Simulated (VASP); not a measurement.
# Ir (Fd-3m) in VASP: a series of runs, part 3 of 3

VASP 6.6.1. Earlier steps stand in the parts before.

### Step 4. Relaxation of cell and atoms, r2SCAN

This run uses another cell than the first one, of 19.10 Å³/atom.

Input file POSCAR:

```
Ir
1.0
    0.0000000000      2.6731374252      2.6731374252
    2.6731374252      0.0000000000      2.6731374252
    2.6731374252      2.6731374252      0.0000000000
Ir
2
Direct
    0.1250000000      0.1250000000      0.1250000000
    0.8750000000      0.8750000000      0.8750000000
```

Input file INCAR.step1:

```
PREC     = Accurate       # precision mode
ENCUT    = 550            # plane-wave cutoff, eV
ISMEAR   = -1             # smearing method
SIGMA    = 0.1            # smearing width, eV
LREAL    = F              # projectors in reciprocal space
LASPH    = T              # aspherical terms in the spheres
NELM     = 120            # most SCF steps
GGA      = PE             # functional
ALGO     = Normal         # electronic algorithm
EDIFF    = 1E-5           # SCF threshold, eV
LWAVE    = T              # write WAVECAR
LCHARG   = F              # write CHGCAR
GGA_COMPAT= F            
IBRION   = 2              # ionic algorithm
ISIF     = 3              # what is computed and relaxed
EDIFFG   = -0.005         # ionic threshold
NELMIN   = 4            
NSW      = 100            # ionic steps
```

Input file INCAR.step2:

```
PREC     = Accurate       # precision mode
ENCUT    = 550            # plane-wave cutoff, eV
EDIFF    = 1E-7           # SCF threshold, eV
ISMEAR   = -1             # smearing method
SIGMA    = 0.1            # smearing width, eV
LREAL    = F              # projectors in reciprocal space
LASPH    = T              # aspherical terms in the spheres
NELM     = 120            # most SCF steps
ALGO     = Normal         # electronic algorithm
ISIF     = 3              # what is computed and relaxed
LWAVE    = F              # write WAVECAR
LCHARG   = F              # write CHGCAR
METAGGA  = R2SCAN         # meta-GGA
LMIXTAU  = T            
IBRION   = 2              # ionic algorithm
NSW      = 80             # ionic steps
EDIFFG   = -0.01          # ionic threshold
ISTART   = 1            
GGA_COMPAT= F            
NELMIN   = 4
```

Input file KPOINTS:

```
Automatic mesh
0
Gamma
  10 10 10
```

Potentials or basis: VASP PAW PBE potentials, release 64 (Ir).

Command:

```sh
cat potpaw_PBE.64/Ir/POTCAR > POTCAR
cp INCAR.step1 INCAR
mpirun -np 1 vasp_std > vasp.out
cp INCAR.step2 INCAR
mpirun -np 1 vasp_std > vasp.out
```

OUTCAR:

```text
PREC = Accurate
   ENCUT = 550
   EDIFF = 1E-7
   ISMEAR = -1
   LREAL = F
   LASPH = T
   NELM = 120
   ISIF = 3
   METAGGA = R2SCAN
   IBRION = 2
   NSW = 80
   EDIFFG = -0.01
   ISTART = 1
   NELMIN = 4

 ion  position               nearest neighbor table
   1  0.125  0.125  0.125-   2 2.32   2 2.32   2 2.32   2 2.32
   2  0.875  0.875  0.875-   1 2.32   1 2.32   1 2.32   1 2.32

  LATTYP: Found a face centered cubic cell.
 ALAT       =     5.3462748504

  Lattice vectors:

 A1 = (   0.0000000000,   2.6731374252,   2.6731374252)
 A2 = (   2.6731374252,   0.0000000000,   2.6731374252)
 A3 = (   2.6731374252,   2.6731374252,   0.0000000000)

Analysis of symmetry for initial positions (statically):
=====================================================================
 Subroutine PRICEL returns:
 Original cell was already a primitive cell.

 Routine SETGRP: Setting up the symmetry group for a
 face centered cubic supercell.

 Subroutine GETGRP returns: Found 48 space group operations
 (whereof 12 operations were pure point group operations)
 out of a pool of 48 trial point group operations.

The static configuration has the point symmetry D_3d.
 The point group associated with its full space group is O_h .

Analysis of symmetry for dynamics (positions and initial velocities):
=====================================================================
 Subroutine PRICEL returns:
 Original cell was already a primitive cell.

 Routine SETGRP: Setting up the symmetry group for a
 face centered cubic supercell.

 Subroutine GETGRP returns: Found 48 space group operations
 (whereof 12 operations were pure point group operations)
 out of a pool of 48 trial point group operations.

The dynamic configuration has the point symmetry D_3d.
 The point group associated with its full space group is O_h .

 Subroutine INISYM returns: Found 48 space group operations
 (whereof 12 operations are pure point group operations),
 and found     1 'primitive' translations

----------------------------------------------------------------------------------------

                                     Primitive cell

[... 128 lines left out ...]

--------------------------------------- Ionic step        1  -------------------------------------------

 number of electron      18.0000001 magnetization

 Free energy of the ion-electron system (eV)
  ---------------------------------------------------
  ext. energy  EPLUGINS =         0.00000000
  ---------------------------------------------------
  free energy    TOTEN  =      -102.47953488 eV

  energy without entropy =     -102.42193308  energy(sigma->0) =     -102.45073398

------------------------ aborting loop because EDIFF is reached ----------------------------------------

  FORCE on cell =-STRESS in cart. coord.  units (eV):
  Direction    XX          YY          ZZ          XY          YZ          ZX
  --------------------------------------------------------------------------------------
  -------------------------------------------------------------------------------------
  Total        6.0650312      6.0650312      6.0650312      0.0000000      0.0000000      0.0000000
  in kB      254.3605579    254.3605579    254.3605579      0.0000000      0.0000000      0.0000000
  external PRESSURE =     254.3605579 kB  Pullay stress =       0.0000000 kB
[... 23 lines left out ...]
--------------------------------------- Ionic step        2  -------------------------------------------

 number of electron      18.0000004 magnetization

 E-fermi :   2.0878     XC(G=0): -10.3663

 val. band max:        2.0760167339   @ k =   0.4000   0.1000   0.0000
 cond. band min:       2.0939971587   @ k =   0.5000   0.2000   0.1000
 fundamental gap:      0.0179804248
 Fermi energy:         2.0877515117

 k-point     1 :       0.0000    0.0000    0.0000
  band No.  band energies     occupation
      1      -4.1832      2.00000
      2      -1.4571      2.00000
      3      -1.4571      2.00000
      4      -1.3397      2.00000
      5      -1.3397      2.00000
      6      -1.3397      2.00000
      7       0.9162      1.99998
      8       0.9162      1.99998
      9       0.9162      1.99998
     10       2.3876      0.09498
     11       2.3876      0.09498
     12      11.9286      0.00000
     13      12.2540      0.00000
[... 475 lines left out ...]
--------------------------------------- Ionic step        5  -------------------------------------------

 number of electron      17.9999999 magnetization

 Free energy of the ion-electron system (eV)
  ---------------------------------------------------
  ext. energy  EPLUGINS =         0.00000000
  ---------------------------------------------------
  free energy    TOTEN  =      -102.77475515 eV

  energy without entropy =     -102.70788032  energy(sigma->0) =     -102.74131773

 E-fermi :   5.2924     XC(G=0): -12.1351

 val. band max:        5.1171794061   @ k =   0.4000   0.2000   0.0000
 cond. band min:       5.3059735533   @ k =   0.5000   0.2000   0.1000
 fundamental gap:      0.1887941473
 Fermi energy:         5.2923524464

 k-point     1 :       0.0000    0.0000    0.0000
  band No.  band energies     occupation
      1      -3.1285      2.00000
      2      -0.1759      2.00000
      3      -0.1759      2.00000
      4       0.2934      2.00000
      5       0.2934      2.00000
      6       0.2934      2.00000
      7       3.4431      2.00000
      8       3.4431      2.00000
      9       3.4431      2.00000
     10       6.0833      0.00073
     11       6.0833      0.00073
     12      16.8688      0.00000
     13      16.9801      0.00000
[... 397 lines left out ...]
  FREE ENERGIE OF THE ION-ELECTRON SYSTEM (eV)
  ---------------------------------------------------
  free  energy   TOTEN  =      -102.7747551489 eV

  energy  without entropy=     -102.7078803160  energy(sigma->0) =     -102.74131773

 reached required accuracy - stopping structural energy minimisation
```

OUTCAR.step1:

```text
PREC = Accurate
   ENCUT = 550
   ISMEAR = -1
   LREAL = F
   LASPH = T
   NELM = 120
   GGA = PE
   EDIFF = 1E-5
   IBRION = 2
   ISIF = 3
   EDIFFG = -0.005
   NELMIN = 4
   NSW = 100
[... 785 lines left out ...]
      1      -2.7780      2.00000
      2       0.1650      2.00000
      3       0.1650      2.00000
      4       0.5515      2.00000
      5       0.5515      2.00000
      6       0.5515      2.00000
      7       3.4569      2.00000
      8       3.4569      2.00000
      9       3.4569      2.00000
     10       5.9749      0.00082
     11       5.9749      0.00082
     12      16.0430      0.00000
     13      16.1263      0.00000
[... 397 lines left out ...]
  FREE ENERGIE OF THE ION-ELECTRON SYSTEM (eV)
  ---------------------------------------------------
  free  energy   TOTEN  =       -15.7399075821 eV

  energy  without entropy=      -15.6683685536  energy(sigma->0) =      -15.70413807

 reached required accuracy - stopping structural energy minimisation
```

OSZICAR.step1:

```text
N       E                     dE             d eps       ncg     rms          rms(c)
DAV:   1     0.152413988782E+03    0.15241E+03   -0.85916E+03  1222   0.139E+03
DAV:   2    -0.763869777226E+01   -0.16005E+03   -0.14775E+03  1237   0.357E+02
DAV:   3    -0.160126234459E+02   -0.83739E+01   -0.79683E+01  1542   0.856E+01
[... 116 lines left out ...]
       N       E                     dE             d eps       ncg     rms          rms(c)
DAV:   1    -0.157400700640E+02   -0.17909E-03   -0.42069E-03  1237   0.951E-01    0.816E-02
DAV:   2    -0.157399143764E+02    0.15569E-03   -0.42207E-04  1247   0.253E-01    0.229E-02
DAV:   3    -0.157399077631E+02    0.66132E-05   -0.27560E-05   832   0.577E-02    0.143E-02
DAV:   4    -0.157399075821E+02    0.18105E-06   -0.70015E-06   611   0.349E-02
  18 F= -.15739908E+02 E0= -.15704138E+02  d E =-.882733E-04
```

Run time: 9 min. Hardware: 1 thread of AMD EPYC 7R13 (Zen 3), shared host; peak memory 0.17 GiB.

What came out:

* Free energy: -102.7748 eV
* Relaxed volume: 21.15 Å³/atom
* Relaxed cell: a = 3.911 Å, b = 3.911 Å, c = 3.911 Å, α = 60.00°, β = 60.00°, γ = 60.00°
* Space group after relaxing (to 0.1 Å): Fd-3m (No. 227)
* Pressure after relaxing: 0.0 GPa
* Band gap on the k mesh: zero (bands 9 and 10 overlap by 1.78 eV)

Final structure:
```cif
data_structure
_symmetry_space_group_name_H-M 'P 1'
_symmetry_Int_Tables_number 1
_cell_length_a 3.9108
_cell_length_b 3.9108
_cell_length_c 3.9108
_cell_angle_alpha 60.000
_cell_angle_beta 60.000
_cell_angle_gamma 60.000
_cell_volume 42.29
loop_
_atom_site_label
_atom_site_type_symbol
_atom_site_fract_x
_atom_site_fract_y
_atom_site_fract_z
_atom_site_occupancy
Ir1 Ir 0.12500 0.12500 0.12500 1
Ir2 Ir 0.87500 0.87500 0.87500 1
```

Caveat: the PAW data sets were made with another functional, which shifts forces and pressure a little; spin-orbit coupling is left out, which moves the levels of the heavy elements.

### Step 5. Summary

```tsv
task	cell	k mesh	gap on the mesh (eV)	pressure (GPa)
single point	a = 3.908 Å, angles 60.0°, 2 atoms	10 × 10 × 10	none	0.5
single point	a = 3.908 Å, angles 60.0°, 2 atoms	16 × 16 × 16	none	0.4
relaxation of cell and atoms	relaxed from a = 3.780 Å, angles 60.0°, 2 atoms	10 × 10 × 10	none	0.0
```

Alike in all rows: level r2SCAN; potentials or basis VASP PAW PBE potentials, release 64 (Ir); no spin polarisation; cutoff (eV) 550; smearing fermi-dirac 0.1 eV.

Caveats: the PAW data sets were made with another functional, which shifts forces and pressure a little; spin-orbit coupling is left out, which moves the levels of the heavy elements.

Absolute energies hang on the potentials; compare differences alone.

The gap in the log of VASP goes by the Fermi energy; the results here count the filled bands.